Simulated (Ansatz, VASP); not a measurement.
**Two plane-wave programs on SiB4Mo**

INCAR

```
PREC     = Accurate       # precision mode
ENCUT    = 600            # plane-wave cutoff, eV
EDIFF    = 1E-6           # SCF threshold, eV
ISMEAR   = 0              # smearing method
SIGMA    = 0.1            # smearing width, eV
LREAL    = False          # projectors in reciprocal space
LASPH    = True           # aspherical terms in the spheres
NELM     = 60             # most SCF steps
ALGO     = Normal         # electronic algorithm
ISIF     = 3              # what is computed and relaxed
LWAVE    = False          # write WAVECAR
LCHARG   = False          # write CHGCAR
GGA      = PE             # functional
IBRION   = 2              # ionic algorithm
NSW      = 100            # ionic steps
EDIFFG   = -0.01          # ionic threshold
```

KPOINTS

```
regular mesh
0
Gamma
  10 10 10
```

File POSCAR:

```
SiB4Mo
1.0
    0.0000000000      3.5777863739      3.5777863739
    3.5777863739      0.0000000000      3.5777863739
    3.5777863739      3.5777863739      0.0000000000
Si B Mo
1 4 1
Direct
    0.7500000000      0.7500000000      0.7500000000
    0.1650854183      0.5047437450      0.1650854183
    0.1650854183      0.1650854183      0.1650854183
    0.5047437450      0.1650854183      0.1650854183
    0.1650854183      0.1650854183      0.5047437450
    0.0000000000      0.0000000000      0.0000000000
```

Input for Ansatz:

```yaml
crystal:
  lattice:
    - [0.0, 3.5777863739, 3.5777863739]
    - [3.5777863739, 0.0, 3.5777863739]
    - [3.5777863739, 3.5777863739, 0.0]
  atoms:
    - { symbol: Si, position: [0.75, 0.75, 0.75] }
    - { symbol: B, position: [0.1650854183, 0.504743745, 0.1650854183] }
    - { symbol: B, position: [0.1650854183, 0.1650854183, 0.1650854183] }
    - { symbol: B, position: [0.504743745, 0.1650854183, 0.1650854183] }
    - { symbol: B, position: [0.1650854183, 0.1650854183, 0.504743745] }
    - { symbol: Mo, position: [0.0, 0.0, 0.0] }
basis:
  ecutwfc: 420
kpoints:
  mp_grid: { grid: [10, 10, 10] }
hamiltonian:
  xc: pbe
scf:
  occupations: { method: gaussian, width: 0.1 }
output:
  forces: true
  stress: true
  eigenvalues: true
  write_density: true
  write_potential: true
  elf: true
  volumetric_format: npy
relax:
  adjacent_minimum: "off"
  f_tol: 0.01
  max_steps: 80
  cell: { stress_tol: 0.05 }
```

Alike in both runs: task relaxation of cell and atoms; functional PBE; k mesh 10 × 10 × 10; occupations gaussian, width 0.1 eV; no spin polarisation.

```csv
,VASP,Ansatz
version,VASP 6.6.1,Ansatz 0.2.0
potentials or method,"VASP PAW PBE potentials, release 64 (Si, B, Mo_sv), cutoff 600 eV","scalar-relativistic, plane waves, PAW"
valence electrons in the cell,30,30
```

|  | VASP | Ansatz | Ansatz less VASP |
| --- | --- | --- | --- |
| gap on the k mesh at the Fermi level, each at its own relaxed structure (eV) | none | none | - |
| relaxed volume (Å³/atom) | 15.21 | 15.21 | +0.003 |
| relaxed length of the cell vector where the two differ most in proportion (Å) | 5.054 | 5.054 | +0.0003 |

A gap of «none» marks a metal or a gap that the smearing closes.
